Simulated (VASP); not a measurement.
# HfMg3 (Pm-3m) in VASP: notebook

The runs below take HfMg3 through single point, with PBE.

Everything below comes from runs of VASP 6.6.1. Logs are shortened: lines on timing, memory, paths and dates and some standing lists are left out, and cuts for length are marked.

### Step 1. The cell of the first run

Symmetry: Pm-3m, No. 221, cubic system. Conventional cell: a = 4.352 Å, b = 4.352 Å, c = 4.352 Å, α = 90.00°, β = 90.00°, γ = 90.00°. Within 4.1 Å of Hf (site symmetry m-3m) lie 12 Mg at 3.08 Å. Mg (site symmetry 4/mmm) has 4 Hf at 3.08 Å and 8 Mg at 3.08 Å within 4.1 Å.

### Step 2. Single point, PBE (20.61 Å³/atom)

File INCAR:

```
PREC = Accurate
ENCUT = 520
EDIFF = 1E-7
ISMEAR = 0
SIGMA = 0.05
LREAL = False
LASPH = True
NELM = 100
ALGO = Normal
ISIF = 2
LWAVE = False
LCHARG = False
GGA = PE
NBANDS = 16
```

File KPOINTS:

```
regular mesh
0
Gamma
  8 8 8
```

File POSCAR:

```
HfMg3
1.0
    4.3523357234      0.0000000000      0.0000000000
    0.0000000000      4.3523357234      0.0000000000
    0.0000000000      0.0000000000      4.3523357234
Hf Mg
1 3
Direct
    0.0000000000      0.0000000000      0.0000000000
    0.0000000000      0.5000000000      0.5000000000
    0.5000000000      0.5000000000      0.0000000000
    0.5000000000      0.0000000000      0.5000000000
```

Potentials or basis: VASP PAW PBE potentials, release 64 (Hf_pv, Mg).

Started as:

```sh
cat potpaw_PBE.64/Hf_pv/POTCAR potpaw_PBE.64/Mg/POTCAR > POTCAR
mpirun -np 1 vasp_std > vasp.out
```

OUTCAR:

```text
PREC = Accurate
   ENCUT = 520
   EDIFF = 1E-7
   ISMEAR = 0
   LREAL = False
   LASPH = True
   NELM = 100
   ISIF = 2
   GGA = PE

 ion  position               nearest neighbor table
   1  0.000  0.000  0.000-   2 3.08   3 3.08   4 3.08   2 3.08   4 3.08   2 3.08   3 3.08   2 3.08
                             3 3.08   4 3.08   4 3.08   3 3.08
   2  0.000  0.500  0.500-   1 3.08   3 3.08   4 3.08   1 3.08   3 3.08   1 3.08   4 3.08   1 3.08
                             3 3.08   4 3.08   3 3.08   4 3.08
   3  0.500  0.500  0.000-   1 3.08   2 3.08   4 3.08   2 3.08   4 3.08   1 3.08   4 3.08   4 3.08
                             1 3.08   2 3.08   2 3.08   1 3.08
   4  0.500  0.000  0.500-   1 3.08   2 3.08   3 3.08   1 3.08   3 3.08   2 3.08   3 3.08   3 3.08
                             1 3.08   2 3.08   1 3.08   2 3.08

  LATTYP: Found a simple cubic cell.
 ALAT       =     4.3523357234

  Lattice vectors:

 A1 = (   4.3523357234,   0.0000000000,   0.0000000000)
 A2 = (   0.0000000000,   4.3523357234,   0.0000000000)
 A3 = (   0.0000000000,   0.0000000000,   4.3523357234)

Analysis of symmetry for initial positions (statically):
=====================================================================
 Subroutine PRICEL returns:
 Original cell was already a primitive cell.

 Routine SETGRP: Setting up the symmetry group for a
 simple cubic supercell.

 Subroutine GETGRP returns: Found 48 space group operations
 (whereof 48 operations were pure point group operations)
 out of a pool of 48 trial point group operations.

The static configuration has the point symmetry O_h .

Analysis of symmetry for dynamics (positions and initial velocities):
=====================================================================
 Subroutine PRICEL returns:
 Original cell was already a primitive cell.

 Routine SETGRP: Setting up the symmetry group for a
 simple cubic supercell.

 Subroutine GETGRP returns: Found 48 space group operations
 (whereof 48 operations were pure point group operations)
 out of a pool of 48 trial point group operations.

The dynamic configuration has the point symmetry O_h .

 Subroutine INISYM returns: Found 48 space group operations
 (whereof 48 operations are pure point group operations),
 and found     1 'primitive' translations

[... 98 lines left out ...]
   EDIFF  = 0.1E-06   stopping-criterion for ELM
   LREAL  =      F    real-space projection
   EDIFFG = 0.1E-05   stopping-criterion for IOM
   NSW    =      0    number of steps for IOM
   IBRION =     -1    ionic relax: 0-MD 1-quasi-New 2-CG
   NFREE  =      0    steps in history (QN), initial steepest desc. (CG)
   ISIF   =      2    stress and relaxation
   ISYM   =      2    0-nonsym 1-usesym 2-fastsym
   POTIM  = 0.5000    time-step for ionic-motion
   TEBEG  =    0.0;   TEEND  =   0.0 temperature during run
   PSTRESS=    0.0 pullay stress
   NELECT =      16.0000    total number of electrons
   NUPDOWN=      -1.0000    fix difference up-down
   EMIN   =  10.00;   EMAX   =-10.00  energy-range for DOS
   EFERMI =   0.00;   METHOD = LEGACY
   ISMEAR =     0;   SIGMA  =   0.05  broadening in eV -4-tet -1-fermi 0-gaus
   EFERMI_NEDOS =   21; number of points for ismear=-14 and -15
   IALGO  =     38    algorithm
   IMIX   =      4    mixing-type and parameters
     AMIX     =   0.40;   BMIX     =  1.00
     AMIX_MAG =   1.60;   BMIX_MAG =  1.00
  volume/ion in A,a.u.               =      20.61       139.09
  Fermi-wavevector in a.u.,A,eV,Ry     =   0.947820  1.791120 12.222962  0.898362
  Thomas-Fermi vector in A             =   2.075949
   LORBIT       =      0    0 simple, 1 ext, 2 COOP (PROOUT), +10 PAW based schemes
   GGA     = PE    functional components
   LHFCALC =     F    Hartree Fock is set to
   AEXX    =    0.0000 exact exchange contribution
   IVDW    =     0    specifies the selected vdW correction
   LEPSILON=     F    determine dielectric tensor
   LRPA    =     F    only Hartree local field effects (RPA)
 non-spin polarized calculation
 Gauss-broadening in eV      SIGMA  =   0.05
  energy-cutoff  :      520.00
  volume of cell :       82.45
 maximum number of plane-waves:      2272
   NGX = 17   NGY = 17   NGZ = 17

 number of electron      16.0000005 magnetization

 Free energy of the ion-electron system (eV)
  ---------------------------------------------------
  ext. energy  EPLUGINS =         0.00000000
  ---------------------------------------------------
  free energy    TOTEN  =       -13.83480826 eV

  energy without entropy =      -13.83136164  energy(sigma->0) =      -13.83308495

 E-fermi :   3.3546     XC(G=0):  -9.5837

 val. band max:        3.2975821176   @ k =   0.5000   0.3750   0.1250
 cond. band min:       3.3547394000   @ k =   0.3750   0.2500   0.0000
 fundamental gap:      0.0571572824
 Fermi energy:         3.3545804873

 k-point     1 :       0.0000    0.0000    0.0000
  band No.  band energies     occupation
      1     -27.5101      2.00000
      2     -27.5101      2.00000
      3     -27.5101      2.00000
      4      -3.7042      2.00000
      5       2.1011      2.00000
      6       2.1011      2.00000
[... 433 lines left out ...]
      3     -27.5105      2.00000
      4      -0.5346      2.00000
      5      -0.3444      2.00000
      6       1.2000      2.00000
[... 8 lines left out ...]
     15       8.6800      0.00000
     16       9.3921      0.00000

 [... further k-points ...]

------------------------ aborting loop because EDIFF is reached ----------------------------------------

  FORCE on cell =-STRESS in cart. coord.  units (eV):
  Direction    XX          YY          ZZ          XY          YZ          ZX
  --------------------------------------------------------------------------------------
  -------------------------------------------------------------------------------------
  Total        1.7747879      1.7747879      1.7747879     -0.0000000      0.0000000     -0.0000000
  in kB       34.4897362     34.4897362     34.4897362     -0.0000000      0.0000000     -0.0000000
  external PRESSURE =      34.4897362 kB  Pullay stress =       0.0000000 kB

 VOLUME and BASIS-vectors are now :
 -----------------------------------------------------------------------------
  energy-cutoff  :      520.00
  volume of cell :       82.45
      direct lattice vectors                 reciprocal lattice vectors
     4.352335723  0.000000000  0.000000000     0.229761687  0.000000000  0.000000000
     0.000000000  4.352335723  0.000000000     0.000000000  0.229761687  0.000000000
     0.000000000  0.000000000  4.352335723     0.000000000  0.000000000  0.229761687

 POSITION                                       TOTAL-FORCE (eV/Angst)
 -----------------------------------------------------------------------------------
      0.00000      0.00000      0.00000         0.000000      0.000000      0.000000
      0.00000      2.17617      2.17617         0.000000      0.000000      0.000000
      2.17617      2.17617      0.00000         0.000000      0.000000      0.000000
      2.17617      0.00000      2.17617         0.000000      0.000000      0.000000
 -----------------------------------------------------------------------------------
    total drift:                               -0.000000      0.000000      0.000000

  FREE ENERGIE OF THE ION-ELECTRON SYSTEM (eV)
  ---------------------------------------------------
  free  energy   TOTEN  =       -13.8348082554 eV

  energy  without entropy=      -13.8313616403  energy(sigma->0) =      -13.83308495
```

stdout:

```text
POSCAR found type information on POSCAR HfMg
 POSCAR found :  2 types and       4 ions
 scaLAPACK will be used
 LDA part: xc-table for (Slater+PW92), standard interpolation
 POSCAR, INCAR and KPOINTS ok, starting setup
 FFT: planning ... GRIDC
 FFT: planning ... GRID_SOFT
 FFT: planning ... GRID
 WAVECAR not read
 entering main loop
```

It took 50 s on 1 thread of Intel Xeon 8259CL, shared host; peak memory 0.2 GiB.

What came out:

```
Free energy            : -13.8348 eV
Pressure               : 3.4 GPa
Band gap on the k mesh : zero (bands 8 and 9 overlap by 1.50 eV)
```

Levels at points of the mesh, in eV from the Fermi level:
| k point | band 4 | band 5 | band 6 | band 7 | band 8 | band 9 | band 10 | band 11 | band 12 | band 13 |
| --- | --- | --- | --- | --- | --- | --- | --- | --- | --- | --- |
| (0.00, 0.00, 0.00) | -7.06 | -1.25 | -1.25 | 0.69 | 0.69 | 0.69 | 1.33 | 1.33 | 1.33 | 1.80 |
| (0.50, 0.00, 0.00) | -5.12 | -4.73 | -0.77 | -0.31 | -0.31 | 1.56 | 2.11 | 2.87 | 2.87 | 2.88 |
| (0.50, 0.50, 0.00) | -3.71 | -3.19 | -2.62 | -2.62 | 0.26 | 0.26 | 1.66 | 2.42 | 2.53 | 3.59 |
| (0.50, 0.50, 0.50) | -2.25 | -2.25 | -2.25 | -1.49 | -0.77 | -0.77 | -0.77 | -0.09 | 2.58 | 2.58 |

Caveat: the cell stands under pressure; spin-orbit coupling is left out, which moves the levels of the heavy elements.

### Step 3. Single point, PBE (20.94 Å³/atom)

This run uses another cell than the first one, of 20.94 Å³/atom.

File INCAR:

```
SYSTEM = HfMg3
ALGO     = Fast           ! electronic algorithm
EDIFF    = 1E-6           ! SCF threshold, eV
ENCUT    = 520            ! plane-wave cutoff, eV
GGA      = PE             ! functional
ISIF     = 2              ! what is computed and relaxed
ISMEAR   = 0              ! smearing method
LASPH    = .TRUE.         ! aspherical terms in the spheres
LCHARG   = .TRUE.         ! write CHGCAR
LELF     = .TRUE.         ! ELF
LREAL    = .FALSE.        ! projectors in reciprocal space
LVHAR    = .TRUE.       
LWAVE    = .FALSE.        ! write WAVECAR
NBANDS   = 16             ! bands
NELM     = 60             ! most SCF steps
PREC     = Accurate       ! precision mode
SIGMA    = 0.05           ! smearing width, eV
```

File KPOINTS:

```
k-points
0
G
  8 8 8
  0 0 0
```

File POSCAR:

```
HfMg3
1.0
    4.3752431754      0.0000000000      0.0000000000
    0.0000000000      4.3752431754      0.0000000000
    0.0000000000      0.0000000000      4.3752431754
Hf Mg
1 3
Direct
    0.0000000000      0.0000000000      0.0000000000
    0.0000000000      0.5000000000      0.5000000000
    0.5000000000      0.5000000000      0.0000000000
    0.5000000000      0.0000000000      0.5000000000
```

Potentials or basis: VASP PAW PBE potentials, release 64 (Hf_pv, Mg).

Started as:

```sh
cat potpaw_PBE.64/Hf_pv/POTCAR potpaw_PBE.64/Mg/POTCAR > POTCAR
mpirun -np 1 vasp_std > vasp.out
```

OUTCAR:

```text
SYSTEM = HfMg3
   EDIFF = 1E-6
   ENCUT = 520
   GGA = PE
   ISIF = 2
   ISMEAR = 0
   LASPH = .TRUE.
   LREAL = .FALSE.
   NELM = 60
   PREC = Accurate

 ion  position               nearest neighbor table
   1  0.000  0.000  0.000-   2 3.09   3 3.09   4 3.09   2 3.09   4 3.09   2 3.09   3 3.09   2 3.09
                             3 3.09   4 3.09   4 3.09   3 3.09
   2  0.000  0.500  0.500-   1 3.09   3 3.09   4 3.09   1 3.09   3 3.09   1 3.09   4 3.09   1 3.09
                             3 3.09   4 3.09   3 3.09   4 3.09
[... 663 lines left out ...]
  --------------------------------------------------------------------------------------
  -------------------------------------------------------------------------------------
  Total        1.2373901      1.2373901      1.2373901     -0.0000000      0.0000000      0.0000000
  in kB       23.6706753     23.6706753     23.6706753     -0.0000000      0.0000000      0.0000000
  external PRESSURE =      23.6706753 kB  Pullay stress =       0.0000000 kB

 VOLUME and BASIS-vectors are now :
 -----------------------------------------------------------------------------
  energy-cutoff  :      520.00
  volume of cell :       83.75
      direct lattice vectors                 reciprocal lattice vectors
     4.375243175  0.000000000  0.000000000     0.228558725  0.000000000  0.000000000
     0.000000000  4.375243175  0.000000000     0.000000000  0.228558725  0.000000000
     0.000000000  0.000000000  4.375243175     0.000000000  0.000000000  0.228558725

 POSITION                                       TOTAL-FORCE (eV/Angst)
 -----------------------------------------------------------------------------------
      0.00000      0.00000      0.00000         0.000000      0.000000      0.000000
      0.00000      2.18762      2.18762         0.000000      0.000000      0.000000
      2.18762      2.18762      0.00000         0.000000      0.000000      0.000000
      2.18762      0.00000      2.18762         0.000000      0.000000      0.000000
 -----------------------------------------------------------------------------------
    total drift:                                0.000000     -0.000000     -0.000000

  FREE ENERGIE OF THE ION-ELECTRON SYSTEM (eV)
  ---------------------------------------------------
  free  energy   TOTEN  =       -13.8586088450 eV

  energy  without entropy=      -13.8551218602  energy(sigma->0) =      -13.85686535
```

OSZICAR:

```text
N       E                     dE             d eps       ncg     rms          rms(c)
DAV:   1     0.252123052014E+02    0.25212E+02   -0.70058E+03  1168   0.821E+02
DAV:   2    -0.131011751815E+02   -0.38313E+02   -0.36027E+02  1520   0.157E+02
DAV:   3    -0.144538105750E+02   -0.13526E+01   -0.13363E+01  1408   0.197E+01
DAV:   4    -0.144690083502E+02   -0.15198E-01   -0.15193E-01  1352   0.259E+00
DAV:   5    -0.144692266003E+02   -0.21825E-03   -0.21825E-03  1424   0.286E-01    0.337E+01
RMM:   6    -0.139386221863E+02    0.53060E+00   -0.81874E-01  1317   0.387E+00    0.204E+01
RMM:   7    -0.138909316120E+02    0.47691E-01   -0.71863E-01  1339   0.411E+00    0.280E+00
RMM:   8    -0.138593619230E+02    0.31570E-01   -0.61498E-02  1207   0.146E+00    0.685E-01
RMM:   9    -0.138588624028E+02    0.49952E-03   -0.54878E-03  1461   0.482E-01    0.223E-01
RMM:  10    -0.138585839614E+02    0.27844E-03   -0.13040E-03  1365   0.189E-01    0.614E-02
RMM:  11    -0.138586044071E+02   -0.20446E-04   -0.24925E-04  1497   0.855E-02    0.288E-02
RMM:  12    -0.138586081978E+02   -0.37907E-05   -0.42892E-05  1552   0.294E-02    0.113E-02
RMM:  13    -0.138586088450E+02   -0.64725E-06   -0.60154E-06  1239   0.116E-02
   1 F= -.13858609E+02 E0= -.13856865E+02  d E =-.348698E-02
```

Wall time 93 s (1 thread of Intel Xeon 8259CL, shared host); peak memory 0.23 GiB.

What came out:

```
Free energy            : -13.8586 eV
Pressure               : 2.4 GPa
Band gap on the k mesh : zero (bands 8 and 9 overlap by 1.48 eV)
```

Caveat: spin-orbit coupling is left out, which moves the levels of the heavy elements.

### Step 4. Single point, PBE (21.37 Å³/atom)

This run uses another cell than the first one, of 21.37 Å³/atom.

File INCAR:

```
SYSTEM = HfMg3
PREC = Accurate
ENCUT = 520
EDIFF = 1E-6
ISMEAR = 0
SIGMA = 0.05
LREAL = .False.
LASPH = .True.
NELM = 60
ALGO = Fast
ISIF = 2
LWAVE = .False.
LCHARG = .False.
GGA = PE
NBANDS = 16
```

File KPOINTS:

```
regular mesh
0
Gamma
  8 8 8
  0 0 0
```

File POSCAR:

```
HfMg3
1.0
    4.4054182198      0.0000000000      0.0000000000
    0.0000000000      4.4054182198      0.0000000000
    0.0000000000      0.0000000000      4.4054182198
Hf Mg
1 3
Direct
    0.0000000000      0.0000000000      0.0000000000
    0.0000000000      0.5000000000      0.5000000000
    0.5000000000      0.5000000000      0.0000000000
    0.5000000000      0.0000000000      0.5000000000
```

Started as:

```sh
cat potpaw_PBE.64/Hf_pv/POTCAR potpaw_PBE.64/Mg/POTCAR > POTCAR
mpirun -np 1 vasp_std > vasp.out
```

Run time: 93 s. Hardware: 1 thread of Intel Xeon 8259CL, shared host; peak memory 0.23 GiB.

It converged, with:

- Free energy: -13.8773 eV
- Pressure: 1.1 GPa
- Band gap on the k mesh: zero (bands 8 and 9 overlap by 1.46 eV)

Levels at points of the mesh, in eV from the Fermi level:
| k point | band 5 | band 6 | band 7 | band 8 | band 9 | band 10 | band 11 | band 12 |
| --- | --- | --- | --- | --- | --- | --- | --- | --- |
| (0.00, 0.00, 0.00) | -1.21 | -1.21 | 0.64 | 0.64 | 0.64 | 1.29 | 1.29 | 1.29 |
| (0.50, 0.00, 0.00) | -4.66 | -0.73 | -0.30 | -0.30 | 1.51 | 2.01 | 2.76 | 2.76 |
| (0.50, 0.50, 0.00) | -3.15 | -2.61 | -2.61 | 0.25 | 0.25 | 1.57 | 2.35 | 2.42 |
| (0.50, 0.50, 0.50) | -2.21 | -2.21 | -1.44 | -0.79 | -0.79 | -0.79 | -0.19 | 2.47 |

Caveat: spin-orbit coupling is left out, which moves the levels of the heavy elements.

[end of part 1 of 2]
